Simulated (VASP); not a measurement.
Set up this calculation in VASP 6.6.1, as the native input.

- Task: relaxation of cell and atoms
- Functional: PBE
- Potentials or basis: VASP PAW PBE potentials, release 64 (Ge_d, Os)
- Cutoff: 600 eV
- k mesh: 8 × 8 × 8
- Occupations: gaussian, width 0.1 eV
- Spin: no spin polarisation
- Dipole correction: no
- Further INCAR settings: ALGO = Normal; EDIFF = 1e-06; IBRION = 2; EDIFFG = -0.01; NSW = 100; ISIF = 3

The structure of Ge3Os lies in POSCAR:

```
Ge3Os
1.0
    5.0745113256      0.0000000000      0.0000000000
    0.0000000000      5.0745113256      0.0000000000
    0.0000000000      0.0000000000      5.0745113256
Ge Os
6 2
Direct
    0.2500000000      0.0000000000      0.5000000000
    0.5000000000      0.7500000000      0.0000000000
    0.7500000000      0.0000000000      0.5000000000
    0.5000000000      0.2500000000      0.0000000000
    0.0000000000      0.5000000000      0.7500000000
    0.0000000000      0.5000000000      0.2500000000
    0.0000000000      0.0000000000      0.0000000000
    0.5000000000      0.5000000000      0.5000000000
```

The input as run:

INCAR

```
PREC = Accurate
ENCUT = 600
EDIFF = 1E-6
ISMEAR = 0
SIGMA = 0.1
LREAL = F
LASPH = T
NELM = 100
ALGO = Normal
ISIF = 3
LWAVE = F
LCHARG = F
GGA = PE
IBRION = 2
NSW = 100
EDIFFG = -0.01
```

KPOINTS

```
regular mesh
0
Gamma
  8 8 8
```

Potentials or basis: VASP PAW PBE potentials, release 64 (Ge_d, Os).

The run is started by

```sh
$ cat potpaw_PBE.64/Ge_d/POTCAR potpaw_PBE.64/Os/POTCAR > POTCAR
$ mpirun -np 1 vasp_std > vasp.out
```

Results of the run:

| Quantity | Value |
| --- | --- |
| Relaxed volume | 16.38 Å³/atom |
| Relaxed cell | a = 5.079 Å, b = 5.079 Å, c = 5.079 Å, α = 90.00°, β = 90.00°, γ = 90.00° |
| Space group after relaxing (to 0.05 Å) | Pm-3n (No. 223) |
| Energy gained by relaxing | 0.1 meV/atom |
| Ionic steps | 3 |
| Pressure after relaxing | -0.1 GPa |
| Band gap on the k mesh | zero (band 50 reaches 9.41 eV, above the bottom of band 51 at 7.34 eV) |

Caveat: spin-orbit coupling is left out, which moves the levels of the heavy elements.

Run time: 9 min on 1 thread of Intel(R) Xeon(R) Platinum 8488C (Sapphire Rapids), with other jobs on the host, peak memory 0.44 GiB.
